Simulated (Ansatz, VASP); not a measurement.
# IrPd2: VASP beside Ansatz

```
CELL_PARAMETERS angstrom
-1.65990 1.65990 4.12723
1.65990 -1.65990 4.12723
1.65990 1.65990 -4.12723
ATOMIC_POSITIONS crystal
Pd 0.66346 0.66346 0.00000
Pd 0.33654 0.33654 0.00000
Ir 0.00000 0.00000 0.00000
```

Alike in both runs: functional PBE; k mesh 8 × 8 × 8; occupations gaussian, width 0.1 eV; no spin polarisation.

Ansatz relaxed the structure, and its values are those at the end. VASP's run is a single point on that final structure, the one shown.

```csv
,VASP,Ansatz
version,VASP 6.6.1,Ansatz 0.2.0
potentials or method,"VASP PAW PBE potentials, release 64 (Pd, Ir), cutoff 520 eV","scalar-relativistic, plane waves, PAW"
valence electrons in the cell,29,53
```

VASP gave:

* gap on the k mesh at the Fermi level (eV): none
* pressure (GPa): -0.3
* rms of the force components (eV/Å): 0.006

Q: Estimate Ansatz's values.

A: gap on the k mesh at the Fermi level (eV): none; pressure (GPa): 0.0; rms of the force components (eV/Å): 0.005.

A gap of «none» marks a metal or a gap that the smearing closes. The functional is the same, so the differences come from potentials, cutoffs and numerics. VASP's potentials hold 29 valence electrons a cell and Ansatz's 53, so a difference there can come from the potentials and not from the codes.

Spin-orbit coupling is off throughout.
